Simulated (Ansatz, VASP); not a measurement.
# Cs in VASP and in Ansatz

```xyz
1
Lattice="-3.0033 3.0033 3.1285 3.0033 -3.0033 3.1285 3.0033 3.0033 -3.1285" Properties=species:S:1:pos:R:3 pbc="T T T"
Cs    0.0000    0.0000    0.0000
```

Change from the starting cell: strain_xy = -0.04.

Alike in both runs: task single point; functional PBEsol; k mesh 6 × 6 × 6; occupations fermi-dirac, width 0.05 eV; no spin polarisation.

|  | VASP | Ansatz |
| --- | --- | --- |
| version | VASP 6.6.1 | Ansatz 0.2.0 |
| potentials or method | VASP PAW PBE potentials, release 64 (Cs_sv), cutoff 520 eV | all-electron LAPW, scalar-relativistic |

|  | VASP | Ansatz | Ansatz less VASP |
| --- | --- | --- | --- |
| gap on the k mesh at the Fermi level (eV) | none | none | - |
| pressure (GPa) | -0.1 | -0.1 | +0.01 |

VASP's potentials were made for PBE, not for PBEsol. A gap of «none» marks a metal or a gap that the smearing closes. Ansatz ran all-electron here, and VASP with PAW potentials.

Spin-orbit coupling is off throughout.
